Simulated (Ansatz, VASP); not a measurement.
ZnO: VASP beside Ansatz

```xyz
8
Lattice="-3.2313 3.2313 2.6431 3.2313 -3.2313 2.6431 3.2313 3.2313 -2.6431" Properties=species:S:1:pos:R:3 pbc="T T T"
Zn    2.2567   -0.9746    2.9668
Zn    0.9746    4.2058    0.3238
Zn    0.9746    2.2567    2.9668
Zn    2.2567    0.9746    0.3238
O     0.9723    2.2590   -0.3217
O     2.2590    0.9723    2.3213
O    -0.9723    2.2590    2.3213
O     4.2036    0.9723   -0.3217
```

Alike in both runs: task relaxation of cell and atoms; functional PBE; k mesh 8 × 8 × 8; no spin polarisation.

|  | VASP | Ansatz |
| --- | --- | --- |
| version | VASP 6.6.1 | Ansatz 0.2.0 |
| potentials or method | VASP PAW PBE potentials, release 64 (Zn, O), cutoff 600 eV | scalar-relativistic, plane waves, PAW |
| occupations | gaussian, width 0.01 eV | fixed |
| valence electrons in the cell | 72 | 72 |

VASP gave:

| Quantity | Value |
| --- | --- |
| gap on the k mesh at the Fermi level, each at its own relaxed structure (eV) | 0.91 |
| relaxed volume (Å³/atom) | 13.88 |
| relaxed length of the cell vector where the two differ most in proportion (Å) | 5.289 |

Question: What did Ansatz give for the same quantities?

Answer: gap on the k mesh at the Fermi level, each at its own relaxed structure (eV): 0.93; relaxed volume (Å³/atom): 13.80; relaxed length of the cell vector where the two differ most in proportion (Å): 5.279.
